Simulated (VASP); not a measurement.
# Zn (Im-3m) in VASP: further runs, part 2 of 2

VASP 6.6.1. Earlier steps stand in the parts before.

### 3 Single point, PBE

Input file INCAR:

```
  ALGO = Normal
  EDIFF = 1E-6
  ENCUT = 500
  GGA = PE
  GGA_COMPAT = F
  ISIF = 2
  ISMEAR = 0
  LASPH = T
  LCHARG = F
  LREAL = F
  LWAVE = F
  NBANDS = 12
  NELM = 120
  PREC = Accurate
  SIGMA = 0.024
```

Input file KPOINTS:

```
k-points
0
Gamma
  12 12 12
```

Input file POSCAR:

```
Zn
1.0
   -1.5690370000      1.5690370000      1.5690370000
    1.5690370000     -1.5690370000      1.5690370000
    1.5690370000      1.5690370000     -1.5690370000
Zn
1
Direct
    0.0000000000      0.0000000000      0.0000000000
```

Potentials or basis: VASP PAW PBE potentials, release 64 (Zn).

Run with:

```console
$ cat potpaw_PBE.64/Zn/POTCAR > POTCAR
$ mpirun -np 1 vasp_std > vasp.out
```

OUTCAR:

```text
EDIFF = 1E-6
   ENCUT = 500
   GGA = PE
   ISIF = 2
   ISMEAR = 0
   LASPH = T
   LREAL = F
   NELM = 120
   PREC = Accurate

 ion  position               nearest neighbor table
   1  0.000  0.000  0.000-

  LATTYP: Found a body centered cubic cell.
 ALAT       =     3.1380740000

  Lattice vectors:

 A1 = (  -1.5690370000,   1.5690370000,   1.5690370000)
 A2 = (   1.5690370000,  -1.5690370000,   1.5690370000)
 A3 = (   1.5690370000,   1.5690370000,  -1.5690370000)

Analysis of symmetry for initial positions (statically):
=====================================================================
 Subroutine PRICEL returns:
 Original cell was already a primitive cell.

 Routine SETGRP: Setting up the symmetry group for a
 body centered cubic supercell.

 Subroutine GETGRP returns: Found 48 space group operations
 (whereof 48 operations were pure point group operations)
 out of a pool of 48 trial point group operations.

The static configuration has the point symmetry O_h .

Analysis of symmetry for dynamics (positions and initial velocities):
=====================================================================
 Subroutine PRICEL returns:
 Original cell was already a primitive cell.

 Routine SETGRP: Setting up the symmetry group for a
 body centered cubic supercell.

 Subroutine GETGRP returns: Found 48 space group operations
 (whereof 48 operations were pure point group operations)
 out of a pool of 48 trial point group operations.

The dynamic configuration has the point symmetry O_h .

 Subroutine INISYM returns: Found 48 space group operations
 (whereof 48 operations are pure point group operations),
 and found     1 'primitive' translations

----------------------------------------------------------------------------------------

                                     Primitive cell

  volume of cell :      15.4511

  direct lattice vectors                    reciprocal lattice vectors
    -1.569037000  1.569037000  1.569037000     0.000000000  0.318666800  0.318666800
     1.569037000 -1.569037000  1.569037000     0.318666800  0.000000000  0.318666800
     1.569037000  1.569037000 -1.569037000     0.318666800  0.318666800  0.000000000

  length of vectors
     2.717651803  2.717651803  2.717651803     0.450662911  0.450662911  0.450662911

  position of ions in fractional coordinates (direct lattice)
     0.000000000  0.000000000  0.000000000

  ion indices of the primitive-cell ions
   primitive index   ion index
                 1           1

----------------------------------------------------------------------------------------

 KPOINTS: k-points

Automatic generation of k-mesh.
 Grid dimensions read from file:
 generate k-points for:   12   12   12

 Generating k-lattice:

  Cartesian coordinates                     Fractional coordinates (reciprocal lattice)
     0.000000000  0.026555567  0.026555567     0.083333333  0.000000000  0.000000000
     0.026555567  0.000000000  0.026555567     0.000000000  0.083333333  0.000000000
     0.026555567  0.026555567  0.000000000     0.000000000  0.000000000  0.083333333

  Length of vectors
     0.037555243  0.037555243  0.037555243

  Shift w.r.t. Gamma in fractional coordinates (k-lattice)
     0.000000000  0.000000000  0.000000000

 Subroutine IBZKPT returns following result:
 ===========================================

 Found     72 irreducible k-points:

 Following reciprocal coordinates:
            Coordinates               Weight
  0.000000  0.000000  0.000000      1.000000
  0.083333  0.000000  0.000000     12.000000
  0.166667  0.000000  0.000000     12.000000
  0.250000  0.000000  0.000000     12.000000
  0.333333  0.000000  0.000000     12.000000
  0.416667  0.000000  0.000000     12.000000
[... 16 lines left out ...]
  0.333333  0.083333  0.083333     24.000000
  0.416667  0.083333  0.083333     12.000000
 [... further k-points ...]
   k-points           NKPTS =     72   k-points in BZ     NKDIM =     72   number of bands    NBANDS=     12
   number of dos      NEDOS =    301   number of ions     NIONS =      1
   total plane-waves  NPLWV =   8000
   dimension x,y,z NGX =    20 NGY =   20 NGZ =   20
   dimension x,y,z NGXF=    40 NGYF=   40 NGZF=   40
   ions per type =               1
   NGX,Y,Z   is equivalent  to a cutoff of  12.23, 12.23, 12.23 a.u.
   NGXF,Y,Z  is equivalent  to a cutoff of  24.47, 24.47, 24.47 a.u.
 SYSTEM =  unknown system
   PREC   = accura    normal or accurate (medium, high low for compatibility)
   ISTART =      0    job   : 0-new  1-cont  2-samecut
   ICHARG =      2    charge: 1-file 2-atom 10-const
   ISPIN  =      1    spin polarized calculation?
   LNONCOLLINEAR =      F non collinear calculations
   LSORBIT =      F    spin-orbit coupling
   LASPH  =      T    aspherical Exc in radial PAW
   ENCUT  =  500.0 eV  36.75 Ry    6.06 a.u.   4.95  4.95  4.95*2*pi/ulx,y,z
   NELM   =    120;   NELMIN=  2; NELMDL= -5     # of ELM steps
   EDIFF  = 0.1E-05   stopping-criterion for ELM
   LREAL  =      F    real-space projection
   EDIFFG = 0.1E-04   stopping-criterion for IOM
   NSW    =      0    number of steps for IOM
   IBRION =     -1    ionic relax: 0-MD 1-quasi-New 2-CG
   NFREE  =      0    steps in history (QN), initial steepest desc. (CG)
   ISIF   =      2    stress and relaxation
   ISYM   =      2    0-nonsym 1-usesym 2-fastsym
   POTIM  = 0.5000    time-step for ionic-motion
   TEBEG  =    0.0;   TEEND  =   0.0 temperature during run
   PSTRESS=    0.0 pullay stress
   NELECT =      12.0000    total number of electrons
   NUPDOWN=      -1.0000    fix difference up-down
   EMIN   =  10.00;   EMAX   =-10.00  energy-range for DOS
   EFERMI =   0.00;   METHOD = LEGACY
   ISMEAR =     0;   SIGMA  =   0.02  broadening in eV -4-tet -1-fermi 0-gaus
   EFERMI_NEDOS =   21; number of points for ismear=-14 and -15
   IALGO  =     38    algorithm
   IMIX   =      4    mixing-type and parameters
     AMIX     =   0.40;   BMIX     =  1.00
     AMIX_MAG =   1.60;   BMIX_MAG =  1.00
  volume/ion in A,a.u.               =      15.45       104.27
  Fermi-wavevector in a.u.,A,eV,Ry     =   1.504811  2.843681 30.809811  2.264457
  Thomas-Fermi vector in A             =   2.615742
   LORBIT       =      0    0 simple, 1 ext, 2 COOP (PROOUT), +10 PAW based schemes
   GGA     = PE    functional components
   LHFCALC =     F    Hartree Fock is set to
   AEXX    =    0.0000 exact exchange contribution
   IVDW    =     0    specifies the selected vdW correction
   LEPSILON=     F    determine dielectric tensor
   LRPA    =     F    only Hartree local field effects (RPA)
 non-spin polarized calculation
 Gauss-broadening in eV      SIGMA  =   0.02
  energy-cutoff  :      500.00
  volume of cell :       15.45
 maximum number of plane-waves:       402
   NGX =  9   NGY =  9   NGZ =  9

 number of electron      12.0000023 magnetization

 Free energy of the ion-electron system (eV)
  ---------------------------------------------------
  ext. energy  EPLUGINS =         0.00000000
  ---------------------------------------------------
  free energy    TOTEN  =        -1.01624393 eV

  energy without entropy =       -1.01589221  energy(sigma->0) =       -1.01606807

 E-fermi :   3.0322     XC(G=0): -11.4833

 val. band max:        3.0258140672   @ k =   0.4167   0.0833   0.0000
 cond. band min:       3.1250133235   @ k =   0.3333   0.2500   0.0833
 fundamental gap:      0.0991992562
 Fermi energy:         3.0321784966

 k-point     1 :       0.0000    0.0000    0.0000
  band No.  band energies     occupation
      1      -7.2484      2.00000
      2      -4.6680      2.00000
      3      -4.6680      2.00000
      4      -4.6680      2.00000
      5      -4.1715      2.00000
      6      -4.1715      2.00000
      7      22.0502      0.00000
      8      22.0502      0.00000
      9      22.0502      0.00000
     10      23.8006      0.00000
     11      23.8006      0.00000
     12      23.8006      0.00000

 k-point     2 :       0.0833    0.0000    0.0000
  band No.  band energies     occupation
      1      -7.0300      2.00000
      2      -4.6882      2.00000
      3      -4.6630      2.00000
      4      -4.6171      2.00000
      5      -4.1901      2.00000
      6      -4.1703      2.00000
      7      19.2968      0.00000
      8      20.6440      0.00000
      9      21.1257      0.00000
     10      22.4595      0.00000
     11      22.4612      0.00000
     12      23.5539      0.00000
[... 316 lines left out ...]
 k-point    24 :       0.4167    0.0833    0.0833
  band No.  band energies     occupation
      1      -5.1756      2.00000
      2      -4.9620      2.00000
      3      -4.1813      2.00000
      4      -4.1378      2.00000
      5      -4.0709      2.00000
      6       1.1247      2.00000
      7       2.3728      2.00000
      8      11.6000      0.00000
      9      12.3104      0.00000
     10      22.5302      0.00000
     11      23.3175      0.00000
     12      31.2153      0.00000

 [... further k-points ...]
[... 5 lines left out ...]
  --------------------------------------------------------------------------------------
  -------------------------------------------------------------------------------------
  Total        0.0105016      0.0105016      0.0105016     -0.0000000     -0.0000000     -0.0000000
  in kB        1.0889471      1.0889471      1.0889471     -0.0000000     -0.0000000     -0.0000000
  external PRESSURE =       1.0889471 kB  Pullay stress =       0.0000000 kB

 VOLUME and BASIS-vectors are now :
 -----------------------------------------------------------------------------
  energy-cutoff  :      500.00
  volume of cell :       15.45
      direct lattice vectors                 reciprocal lattice vectors
    -1.569037000  1.569037000  1.569037000     0.000000000  0.318666800  0.318666800
     1.569037000 -1.569037000  1.569037000     0.318666800  0.000000000  0.318666800
     1.569037000  1.569037000 -1.569037000     0.318666800  0.318666800  0.000000000

 POSITION                                       TOTAL-FORCE (eV/Angst)
 -----------------------------------------------------------------------------------
      0.00000      0.00000      0.00000         0.000000      0.000000     -0.000000
 -----------------------------------------------------------------------------------
    total drift:                                0.000000     -0.000000      0.000000

  FREE ENERGIE OF THE ION-ELECTRON SYSTEM (eV)
  ---------------------------------------------------
  free  energy   TOTEN  =        -1.0162439298 eV

  energy  without entropy=       -1.0158922117  energy(sigma->0) =       -1.01606807
```

It took 4.2 s on 1 thread of Intel Xeon 6975P-C (Granite Rapids), shared host; peak memory 0.12 GiB.

What came out:

| Property | Result |
| --- | --- |
| Free energy | -1.0162 eV |
| Pressure | 0.1 GPa |
| Band gap on the k mesh | zero (band 6 reaches 7.27 eV, above the bottom of band 7 at 2.09 eV) |
